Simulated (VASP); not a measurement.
Write the native input for VASP 6.6.1 that does the following.

```
Task                   : single point
Functional             : PBEsol
Potentials or basis    : VASP PAW PBE potentials, release 64 (Rb_sv)
Cutoff                 : 520 eV
k mesh                 : 8 × 8 × 8
Occupations            : fermi-dirac, width 0.136057 eV
Spin                   : no spin polarisation
Dipole correction      : no
Further INCAR settings : ALGO = Normal; EDIFF = 1e-06; NBANDS = 16
```

The structure of Rb lies in POSCAR:

```
Rb
1.0
    0.0000000000      5.0795283419      5.0795283419
    5.0795283419      0.0000000000      5.0795283419
    5.0795283419      5.0795283419      0.0000000000
Rb
2
Direct
    0.0000000000      0.0000000000      0.0000000000
    0.2500000000      0.2500000000      0.2500000000
```

These files were run (other wordings do the same):

INCAR

```
SYSTEM = Rb
PREC = Accurate ; ENCUT = 520
EDIFF = 1E-6 ; ISMEAR = -1
SIGMA = 0.13605693000000002 ; LREAL = .False.
LASPH = .True. ; NELM = 100
ALGO = Normal ; ISIF = 2
LWAVE = .False. ; LCHARG = .False.
GGA = PS ; NBANDS = 16
```

KPOINTS

```
regular mesh
0
Gamma
  8 8 8
  0 0 0
```

Potentials or basis: VASP PAW PBE potentials, release 64 (Rb_sv).

Launch:

```bash
$ cat potpaw_PBE.64/Rb_sv/POTCAR > POTCAR
$ mpirun -np 1 vasp_std > vasp.out
```

It gave:

```json
{
  "Pressure": "0.0 GPa",
  "Band gap on the k mesh": "zero (band 9 reaches -0.47 eV, above the bottom of band 10 at -0.69 eV)"
}
```

Caveat: the PAW data sets were made with another functional, which shifts forces and pressure a little.

It took 120 s on 1 thread of Intel(R) Xeon(R) 6975P-C (Granite Rapids), on a shared host, peak memory 0.44 GiB.
